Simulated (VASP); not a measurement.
# WS2 (P6_3/mmc) in VASP: a series of runs, part 2 of 2

VASP 6.6.1. The steps go on from the part before.

## 4. Single point, PBE (strain +2.0%)

The input, INCAR:

```
PREC     = Accurate       # precision mode
ENCUT    = 520            # plane-wave cutoff, eV
EDIFF    = 1E-7           # SCF threshold, eV
ISMEAR   = -1             # smearing method
SIGMA    = 0.02           # smearing width, eV
LREAL    = F              # projectors in reciprocal space
LASPH    = T              # aspherical terms in the spheres
NELM     = 100            # most SCF steps
ALGO     = Normal         # electronic algorithm
ISIF     = 2              # what is computed and relaxed
LWAVE    = F              # write WAVECAR
LCHARG   = F              # write CHGCAR
GGA      = PE             # functional
NBANDS   = 35             # bands
```

The input, KPOINTS:

```
regular mesh
0
Gamma
  12 12 2
```

The input, POSCAR:

```
WS2
1.0
    3.2333452192      0.0000000000      0.0000000000
   -1.6166726096      2.8001590991      0.0000000000
    0.0000000000      0.0000000000     12.7408919635
W S
2 4
Direct
    0.3333333333      0.6666666667      0.2500000000
    0.6666666667      0.3333333333      0.7500000000
    0.6666666667      0.3333333333      0.3711713583
    0.6666666667      0.3333333333      0.1288286417
    0.3333333333      0.6666666667      0.8711713583
    0.3333333333      0.6666666667      0.6288286417
```

Potentials or basis: VASP PAW PBE potentials, release 64 (W_sv, S).

Started as:

```bash
$ cat potpaw_PBE.64/W_sv/POTCAR potpaw_PBE.64/S/POTCAR > POTCAR
$ mpirun -np 1 vasp_std > vasp.out
```

OUTCAR:

```text
PREC = Accurate
   ENCUT = 520
   EDIFF = 1E-7
   ISMEAR = -1
   LREAL = F
   LASPH = T
   NELM = 100
   ISIF = 2
   GGA = PE

 ion  position               nearest neighbor table
   1  0.333  0.667  0.250-   3 2.42   4 2.42   3 2.42   4 2.42   3 2.42   4 2.42
   2  0.667  0.333  0.750-   5 2.42   6 2.42   5 2.42   6 2.42   5 2.42   6 2.42
   3  0.667  0.333  0.371-   1 2.42   1 2.42   1 2.42
   4  0.667  0.333  0.129-   1 2.42   1 2.42   1 2.42
   5  0.333  0.667  0.871-   2 2.42   2 2.42   2 2.42
   6  0.333  0.667  0.629-   2 2.42   2 2.42   2 2.42

  LATTYP: Found a hexagonal cell.
 ALAT       =     3.2333452192
 C/A-ratio  =     3.9404675652

  Lattice vectors:

 A1 = (   3.2333452192,   0.0000000000,   0.0000000000)
 A2 = (  -1.6166726096,   2.8001590991,   0.0000000000)
 A3 = (   0.0000000000,   0.0000000000,  12.7408919635)

Analysis of symmetry for initial positions (statically):
=====================================================================
 Subroutine PRICEL returns:
 Original cell was already a primitive cell.

[... 173 lines left out ...]
  ---------------------------------------------------
  free energy    TOTEN  =       -47.27808497 eV

  energy without entropy =      -47.27808497  energy(sigma->0) =      -47.27808497

 E-fermi :   7.0270     XC(G=0): -10.4517

 val. band max:        6.5636078397   @ k =   0.0000   0.0000   0.0000
 cond. band min:       7.4590992047   @ k =   0.3333   0.3333   0.0000
 fundamental gap:      0.8954913650
 Fermi energy:         7.0270382968

 k-point     1 :       0.0000    0.0000    0.0000
  band No.  band energies     occupation
      1     -68.1937      2.00000
      2     -68.1936      2.00000
      3     -32.3947      2.00000
      4     -32.3947      2.00000
      5     -32.3000      2.00000
      6     -32.3000      2.00000
[... 901 lines left out ...]
     34      10.2702      0.00000
     35      12.4237      0.00000

 [... further k-points ...]
[... 5 lines left out ...]
  --------------------------------------------------------------------------------------
  -------------------------------------------------------------------------------------
  Total       -2.1178158     -2.1178158      1.9804398      0.0000000      0.0000000      0.0000000
  in kB      -29.4146815    -29.4146815     27.5066439      0.0000000      0.0000000      0.0000000
  external PRESSURE =     -10.4409063 kB  Pullay stress =       0.0000000 kB

 VOLUME and BASIS-vectors are now :
 -----------------------------------------------------------------------------
  energy-cutoff  :      520.00
  volume of cell :      115.35
      direct lattice vectors                 reciprocal lattice vectors
     3.233345219  0.000000000  0.000000000     0.309277214  0.178561283  0.000000000
    -1.616672610  2.800159099  0.000000000     0.000000000  0.357122565  0.000000000
     0.000000000  0.000000000 12.740891963     0.000000000  0.000000000  0.078487441

 POSITION                                       TOTAL-FORCE (eV/Angst)
 -----------------------------------------------------------------------------------
     -0.00000      1.86677      3.18522         0.000000      0.000000      0.000000
      1.61667      0.93339      9.55567        -0.000000      0.000000      0.000000
      1.61667      0.93339      4.72905        -0.000000      0.000000      0.170810
      1.61667      0.93339      1.64139        -0.000000      0.000000     -0.170810
     -0.00000      1.86677     11.09950         0.000000      0.000000      0.170810
     -0.00000      1.86677      8.01184         0.000000     -0.000000     -0.170810
 -----------------------------------------------------------------------------------
    total drift:                               -0.000000      0.000000     -0.000000

  FREE ENERGIE OF THE ION-ELECTRON SYSTEM (eV)
  ---------------------------------------------------
  free  energy   TOTEN  =       -47.2780849744 eV

  energy  without entropy=      -47.2780849744  energy(sigma->0) =      -47.27808497
```

It took 64 s on 1 thread of Intel Xeon 6975P-C (Granite Rapids), shared host; peak memory 0.29 GiB.

What came out:

```
Free energy            : -47.2781 eV
Pressure               : -1.0 GPa
Largest force          : 0.171 eV/Å
Band gap on the k mesh : 0.90 eV, indirect (least direct gap 1.55 eV)
```

Forces on the atoms (eV/Å):
```
W    0.000  0.000  0.000
W    0.000  0.000  0.000
S    0.000  0.000  0.171
S    0.000  0.000 -0.171
S    0.000  0.000  0.171
S    0.000  0.000 -0.171
```

Caveat: the cell differs from its parent crystal (strain +2.0%); spin-orbit coupling is left out, which moves the levels of the heavy elements; this functional lacks dispersion, which binds the layers, so the pressure and a relaxed spacing across them are unreliable. A k mesh can miss the band edges.

## 5. The runs side by side

| cell | gap on the mesh (eV) | pressure (GPa) | largest force (eV/Å) |
| --- | --- | --- | --- |
| a = 3.170, b = 3.170, c = 12.491 Å, angles 90.0, 90.0, 120.0°, 6 atoms | 1.06 | 3.2 | 0.20 |
| a = 3.202, b = 3.202, c = 12.616 Å, angles 90.0, 90.0, 120.0°, 6 atoms | 1.06 | 1.0 | 0.18 |
| a = 3.233, b = 3.233, c = 12.741 Å, angles 90.0, 90.0, 120.0°, 6 atoms | 0.90 | -1.0 | 0.17 |

Alike in all rows: task single point; level PBE; potentials or basis VASP PAW PBE potentials, release 64 (W_sv, S); no spin polarisation; k mesh 12 × 12 × 2; cutoff (eV) 520; smearing fermi-dirac 0.02 eV.

Caveats: spin-orbit coupling is left out, which moves the levels of the heavy elements; this functional lacks dispersion, which binds the layers, so the pressure and a relaxed spacing across them are unreliable.

Total energies depend on the potentials used, so only differences within one code and one set of settings carry meaning.
